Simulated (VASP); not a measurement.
# LiF (Fm-3m) in VASP: notebook

LiF is run at these levels: r2SCAN; tasks: single point.

All numbers are computed with VASP 6.6.1; they aren't measurements. Logs are shortened: lines on timing, memory, paths and dates and some standing lists are left out, and cuts for length are marked.

## 1. The cell of the first run

It takes space group Fm-3m (No. 225, cubic). The conventional cell has a = 4.030 Å, b = 4.030 Å, c = 4.030 Å, α = 90.00°, β = 90.00°, γ = 90.00°. Li (site symmetry m-3m) has 6 F at 2.01 Å within 2.7 Å. F (site symmetry m-3m) has 6 Li at 2.01 Å within 2.7 Å.

## 2. Single point, r2SCAN (strain +1.0%)

File POSCAR:

```
LiF
1.0
    0.0000000000      2.0148204549      2.0148204549
    2.0148204549      0.0000000000      2.0148204549
    2.0148204549      2.0148204549      0.0000000000
Li F
1 1
Direct
    0.0000000000      0.0000000000      0.0000000000
    0.5000000000      0.5000000000      0.5000000000
```

File INCAR.step1:

```
SYSTEM = LiF
ALGO = Normal
EDIFF = 1E-4
ENCUT = 520
GGA = PE
ISMEAR = 0
LASPH = .TRUE.
LCHARG = .FALSE.
LREAL = .FALSE.
LWAVE = .TRUE.
NBANDS = 12
NELM = 80
PREC = Accurate
SIGMA = 0.01
```

File INCAR.step2:

```
SYSTEM = LiF
ALGO = Normal
EDIFF = 1E-6
ENCUT = 520
ISIF = 2
ISMEAR = 0
ISTART = 1
LASPH = .TRUE.
LCHARG = .FALSE.
LMIXTAU = .TRUE.
LREAL = .FALSE.
LWAVE = .FALSE.
METAGGA = R2SCAN
NBANDS = 12
NELM = 80
PREC = Accurate
SIGMA = 0.01
```

File KPOINTS:

```
k-points
0
G
  10 10 10
  0 0 0
```

Potentials or basis: VASP PAW PBE potentials, release 64 (Li_sv, F).

On the command line:

```
$ cat potpaw_PBE.64/Li_sv/POTCAR potpaw_PBE.64/F/POTCAR > POTCAR
$ cp INCAR.step1 INCAR
$ mpirun -np 1 vasp_std > vasp.out
$ cp INCAR.step2 INCAR
$ mpirun -np 1 vasp_std > vasp.out
```

OUTCAR:

```text
SYSTEM = LiF
   EDIFF = 1E-6
   ENCUT = 520
   ISIF = 2
   ISMEAR = 0
   ISTART = 1
   LASPH = .TRUE.
   LREAL = .FALSE.
   METAGGA = R2SCAN
   NELM = 80
   PREC = Accurate

 ion  position               nearest neighbor table
   1  0.000  0.000  0.000-   2 2.01   2 2.01   2 2.01   2 2.01   2 2.01   2 2.01
   2  0.500  0.500  0.500-   1 2.01   1 2.01   1 2.01   1 2.01   1 2.01   1 2.01

  LATTYP: Found a face centered cubic cell.
 ALAT       =     4.0296409098

  Lattice vectors:

 A1 = (   0.0000000000,   2.0148204549,   2.0148204549)
 A2 = (   2.0148204549,   0.0000000000,   2.0148204549)
 A3 = (   2.0148204549,   2.0148204549,   0.0000000000)

Analysis of symmetry for initial positions (statically):
=====================================================================
 Subroutine PRICEL returns:
 Original cell was already a primitive cell.

 Routine SETGRP: Setting up the symmetry group for a
 face centered cubic supercell.

 Subroutine GETGRP returns: Found 48 space group operations
 (whereof 48 operations were pure point group operations)
 out of a pool of 48 trial point group operations.

The static configuration has the point symmetry O_h .

Analysis of symmetry for dynamics (positions and initial velocities):
=====================================================================
 Subroutine PRICEL returns:
 Original cell was already a primitive cell.

 Routine SETGRP: Setting up the symmetry group for a
 face centered cubic supercell.

 Subroutine GETGRP returns: Found 48 space group operations
 (whereof 48 operations were pure point group operations)
 out of a pool of 48 trial point group operations.

The dynamic configuration has the point symmetry O_h .

 Subroutine INISYM returns: Found 48 space group operations
 (whereof 48 operations are pure point group operations),
 and found     1 'primitive' translations

----------------------------------------------------------------------------------------

                                     Primitive cell

  volume of cell :      16.3583

  direct lattice vectors                    reciprocal lattice vectors
     0.000000000  2.014820455  2.014820455    -0.248161070  0.248161070  0.248161070
     2.014820455  0.000000000  2.014820455     0.248161070 -0.248161070  0.248161070
     2.014820455  2.014820455  0.000000000     0.248161070  0.248161070 -0.248161070

  length of vectors
     2.849386413  2.849386413  2.849386413     0.429827582  0.429827582  0.429827582

  position of ions in fractional coordinates (direct lattice)
     0.000000000  0.000000000  0.000000000
     0.500000000  0.500000000  0.500000000

  ion indices of the primitive-cell ions
   primitive index   ion index
                 1           1
                 2           2

----------------------------------------------------------------------------------------

 KPOINTS: k-points

Automatic generation of k-mesh.
 Grid dimensions read from file:
 generate k-points for:   10   10   10

 Generating k-lattice:

  Cartesian coordinates                     Fractional coordinates (reciprocal lattice)
    -0.024816107  0.024816107  0.024816107     0.100000000  0.000000000  0.000000000
     0.024816107 -0.024816107  0.024816107     0.000000000  0.100000000  0.000000000
     0.024816107  0.024816107 -0.024816107     0.000000000  0.000000000  0.100000000

  Length of vectors
     0.042982758  0.042982758  0.042982758

  Shift w.r.t. Gamma in fractional coordinates (k-lattice)
     0.000000000  0.000000000  0.000000000

 Subroutine IBZKPT returns following result:
 ===========================================

 Found     47 irreducible k-points:

 Following reciprocal coordinates:
            Coordinates               Weight
  0.000000  0.000000  0.000000      1.000000
  0.100000  0.000000  0.000000      8.000000
  0.200000  0.000000  0.000000      8.000000
  0.300000  0.000000  0.000000      8.000000
  0.400000  0.000000  0.000000      8.000000
  0.500000  0.000000  0.000000      4.000000
[... 16 lines left out ...]
  0.300000  0.300000  0.000000      6.000000
  0.400000  0.300000  0.000000     24.000000
 [... further k-points ...]
   k-points           NKPTS =     47   k-points in BZ     NKDIM =     47   number of bands    NBANDS=     12
   number of dos      NEDOS =    301   number of ions     NIONS =      2
   total plane-waves  NPLWV =  13824
   dimension x,y,z NGX =    24 NGY =   24 NGZ =   24
   dimension x,y,z NGXF=    48 NGYF=   48 NGZF=   48
   ions per type =               1   1
   NGX,Y,Z   is equivalent  to a cutoff of  14.00, 14.00, 14.00 a.u.
   NGXF,Y,Z  is equivalent  to a cutoff of  28.01, 28.01, 28.01 a.u.
 SYSTEM =  LiF
   PREC   = accura    normal or accurate (medium, high low for compatibility)
   ISTART =      1    job   : 0-new  1-cont  2-samecut
   ICHARG =      0    charge: 1-file 2-atom 10-const
   ISPIN  =      1    spin polarized calculation?
   LNONCOLLINEAR =      F non collinear calculations
   LSORBIT =      F    spin-orbit coupling
   LASPH  =      T    aspherical Exc in radial PAW
   ENCUT  =  520.0 eV  38.22 Ry    6.18 a.u.   5.30  5.30  5.30*2*pi/ulx,y,z
   NELM   =     80;   NELMIN=  2; NELMDL=  0     # of ELM steps
   EDIFF  = 0.1E-05   stopping-criterion for ELM
   LREAL  =      F    real-space projection
   EDIFFG = 0.1E-04   stopping-criterion for IOM
   NSW    =      0    number of steps for IOM
   IBRION =     -1    ionic relax: 0-MD 1-quasi-New 2-CG
   NFREE  =      0    steps in history (QN), initial steepest desc. (CG)
   ISIF   =      2    stress and relaxation
   ISYM   =      2    0-nonsym 1-usesym 2-fastsym
   POTIM  = 0.5000    time-step for ionic-motion
   TEBEG  =    0.0;   TEEND  =   0.0 temperature during run
   PSTRESS=    0.0 pullay stress
   NELECT =      10.0000    total number of electrons
   NUPDOWN=      -1.0000    fix difference up-down
   EMIN   =  10.00;   EMAX   =-10.00  energy-range for DOS
   EFERMI =   0.00;   METHOD = LEGACY
   ISMEAR =     0;   SIGMA  =   0.01  broadening in eV -4-tet -1-fermi 0-gaus
   EFERMI_NEDOS =   21; number of points for ismear=-14 and -15
   IALGO  =     38    algorithm
   IMIX   =      4    mixing-type and parameters
     AMIX     =   0.40;   BMIX     =  1.00
     AMIX_MAG =   1.60;   BMIX_MAG =  1.00
  volume/ion in A,a.u.               =       8.18        55.20
  Fermi-wavevector in a.u.,A,eV,Ry     =   1.389404  2.625592 26.265270  1.930443
  Thomas-Fermi vector in A             =   2.513438
   LORBIT       =      0    0 simple, 1 ext, 2 COOP (PROOUT), +10 PAW based schemes
   METAGGA = R2SCAN    functional components
   LHFCALC =     F    Hartree Fock is set to
   AEXX    =    0.0000 exact exchange contribution
   IVDW    =     0    specifies the selected vdW correction
   LEPSILON=     F    determine dielectric tensor
   LRPA    =     F    only Hartree local field effects (RPA)
 non-spin polarized calculation
 Gauss-broadening in eV      SIGMA  =   0.01
  energy-cutoff  :      520.00
  volume of cell :       16.36
 maximum number of plane-waves:       459
 NGX is ok and might be reduce to    24
   NGX = 11   NGY = 11   NGZ = 11

 number of electron       9.9999992 magnetization

 Free energy of the ion-electron system (eV)
  ---------------------------------------------------
  ext. energy  EPLUGINS =         0.00000000
  ---------------------------------------------------
  free energy    TOTEN  =       -11.89875542 eV

  energy without entropy =      -11.89875542  energy(sigma->0) =      -11.89875542

 E-fermi :  -1.5129     XC(G=0): -10.5377

 val. band max:       -1.6460325173   @ k =   0.0000   0.0000   0.0000
 cond. band min:       8.6070229570   @ k =   0.0000   0.0000   0.0000
 fundamental gap:     10.2530554742
 Fermi energy:        -1.5129286270

 k-point     1 :       0.0000    0.0000    0.0000
  band No.  band energies     occupation
      1     -43.7182      2.00000
      2     -22.7400      2.00000
      3      -1.6460      2.00000
      4      -1.6460      2.00000
      5      -1.6460      2.00000
      6       8.6070      0.00000
      7      23.8216      0.00000
      8      23.8216      0.00000
      9      23.8216      0.00000
     10      24.4077      0.00000
     11      24.4077      0.00000
     12      24.4084      0.00000

 k-point     2 :       0.1000    0.0000    0.0000
  band No.  band energies     occupation
      1     -43.7127      2.00000
      2     -22.7021      2.00000
      3      -1.9251      2.00000
      4      -1.6703      2.00000
      5      -1.6703      2.00000
      6       8.8933      0.00000
      7      20.9869      0.00000
      8      22.7352      0.00000
      9      22.7356      0.00000
     10      25.1788      0.00000
     11      25.1790      0.00000
     12      25.5461      0.00000

 k-point     3 :       0.2000    0.0000    0.0000
  band No.  band energies     occupation
      1     -43.6986      2.00000
      2     -22.6033      2.00000
      3      -2.6012      2.00000
      4      -1.7325      2.00000
      5      -1.7325      2.00000
      6       9.5220      0.00000
      7      18.4519      0.00000
      8      21.2062      0.00000
      9      21.2066      0.00000
     10      26.4258      0.00000
     11      26.4258      0.00000
     12      26.5368      0.00000
[... 286 lines left out ...]
 k-point    23 :       0.3000    0.3000    0.0000
  band No.  band energies     occupation
      1     -43.6707      2.00000
      2     -22.3394      2.00000
      3      -3.5249      2.00000
      4      -2.3134      2.00000
      5      -2.3134      2.00000
      6      11.7830      0.00000
      7      17.2780      0.00000
      8      19.0498      0.00000
      9      20.3888      0.00000
     10      20.3890      0.00000
     11      34.3413      0.00000
     12      34.5633      0.00000

 k-point    24 :       0.4000    0.3000    0.0000
  band No.  band energies     occupation
      1     -43.6602      2.00000
      2     -22.2339      2.00000
      3      -3.9447      2.00000
      4      -2.5223      2.00000
      5      -2.4131      2.00000
      6      12.6177      0.00000
      7      16.2155      0.00000
      8      18.5323      0.00000
      9      20.1455      0.00000
     10      21.1465      0.00000
     11      33.9605      0.00000
     12      34.7506      0.00000

 [... further k-points ...]

------------------------ aborting loop because EDIFF is reached ----------------------------------------

  FORCE on cell =-STRESS in cart. coord.  units (eV):
  Direction    XX          YY          ZZ          XY          YZ          ZX
  --------------------------------------------------------------------------------------
  -------------------------------------------------------------------------------------
  Total       -0.3129593     -0.3129593     -0.3129593      0.0000000      0.0000000      0.0000000
  in kB      -30.6520456    -30.6520456    -30.6520456      0.0000000      0.0000000      0.0000000
  external PRESSURE =     -30.6520456 kB  Pullay stress =       0.0000000 kB

 VOLUME and BASIS-vectors are now :
 -----------------------------------------------------------------------------
  energy-cutoff  :      520.00
  volume of cell :       16.36
      direct lattice vectors                 reciprocal lattice vectors
     0.000000000  2.014820455  2.014820455    -0.248161070  0.248161070  0.248161070
     2.014820455  0.000000000  2.014820455     0.248161070 -0.248161070  0.248161070
     2.014820455  2.014820455  0.000000000     0.248161070  0.248161070 -0.248161070

 POSITION                                       TOTAL-FORCE (eV/Angst)
 -----------------------------------------------------------------------------------
      0.00000      0.00000      0.00000        -0.000000     -0.000000     -0.000000
      2.01482      2.01482      2.01482         0.000000      0.000000      0.000000
 -----------------------------------------------------------------------------------
    total drift:                               -0.000000     -0.000000      0.000000

  FREE ENERGIE OF THE ION-ELECTRON SYSTEM (eV)
  ---------------------------------------------------
  free  energy   TOTEN  =       -11.8987554220 eV

  energy  without entropy=      -11.8987554220  energy(sigma->0) =      -11.89875542
```

Run time: 94 s. Hardware: 1 thread of AMD EPYC, shared host; peak memory 0.11 GiB.

What came out:

| Item | Value |
| --- | --- |
| Free energy | -11.8988 eV |
| Band gap on the k mesh | 10.25 eV, direct |

Levels at points of the mesh, in eV from the valence-band top:
```tsv
k point	band 3	band 4	band 5	band 6	band 7	band 8
(0.00, 0.00, 0.00)	0.00	0.00	0.00	10.25	25.47	25.47
(0.50, 0.00, 0.00)	-2.49	-0.24	-0.24	11.82	18.12	20.42
(0.50, 0.50, 0.00)	-3.00	-1.00	-1.00	16.04	17.44	19.10
```

Caveat: the cell differs from its parent crystal (strain +1.0%); the cutoff is under 1.25 times the usual one of these potentials, so pressure, stress and relaxed cells hold a basis-set (Pulay) error; the PAW data sets were made with another functional, which shifts forces and pressure a little.

## 3. Single point, r2SCAN (strain +2.0%)

File POSCAR:

```
LiF
1.0
    0.0000000000      2.0347691723      2.0347691723
    2.0347691723      0.0000000000      2.0347691723
    2.0347691723      2.0347691723      0.0000000000
Li F
1 1
Direct
    0.0000000000      0.0000000000      0.0000000000
    0.5000000000      0.5000000000      0.5000000000
```

File INCAR.step1:

```
SYSTEM = LiF
  ALGO = Normal
  EDIFF = 1E-4
  ENCUT = 520
  GGA = PE
  ISMEAR = 0
  LASPH = .True.
  LCHARG = .False.
  LREAL = .False.
  LWAVE = .True.
  NBANDS = 12
  NELM = 100
  PREC = Accurate
  SIGMA = 0.01
```

File INCAR.step2:

```
SYSTEM = LiF
  ALGO = Normal
  EDIFF = 1E-7
  ENCUT = 520
  ISIF = 2
  ISMEAR = 0
  ISTART = 1
  LASPH = .True.
  LCHARG = .False.
  LMIXTAU = .True.
  LREAL = .False.
  LWAVE = .False.
  METAGGA = R2SCAN
  NBANDS = 12
  NELM = 100
  PREC = Accurate
  SIGMA = 0.01
```

File KPOINTS:

```
k-points
0
Gamma
  10 10 10
  0 0 0
```

Potentials or basis: VASP PAW PBE potentials, release 64 (Li_sv, F).

On the command line:

```
$ cat potpaw_PBE.64/Li_sv/POTCAR potpaw_PBE.64/F/POTCAR > POTCAR
$ cp INCAR.step1 INCAR
$ mpirun -np 1 vasp_std > vasp.out
$ cp INCAR.step2 INCAR
$ mpirun -np 1 vasp_std > vasp.out
```

Wall time 97 s (1 thread of AMD EPYC, shared host); peak memory 0.1 GiB.

It converged, with:

| Item | Value |
| --- | --- |
| Free energy | -11.8883 eV |
| Band gap on the k mesh | 9.97 eV, direct |

Levels at points of the mesh, in eV from the valence-band top:
| k point | band 2 | band 3 | band 4 | band 5 | band 6 | band 7 | band 8 | band 9 |
| --- | --- | --- | --- | --- | --- | --- | --- | --- |
| (0.00, 0.00, 0.00) | -21.02 | 0.00 | 0.00 | 0.00 | 9.97 | 25.17 | 25.17 | 25.17 |
| (0.50, 0.00, 0.00) | -20.62 | -2.40 | -0.23 | -0.23 | 11.66 | 17.74 | 20.17 | 20.17 |
| (0.50, 0.50, 0.00) | -20.39 | -2.87 | -0.96 | -0.96 | 15.74 | 17.29 | 18.70 | 21.53 |

Caveat: the cell differs from its parent crystal (strain +2.0%); the cutoff is under 1.25 times the usual one of these potentials, so pressure, stress and relaxed cells hold a basis-set (Pulay) error; the PAW data sets were made with another functional, which shifts forces and pressure a little.
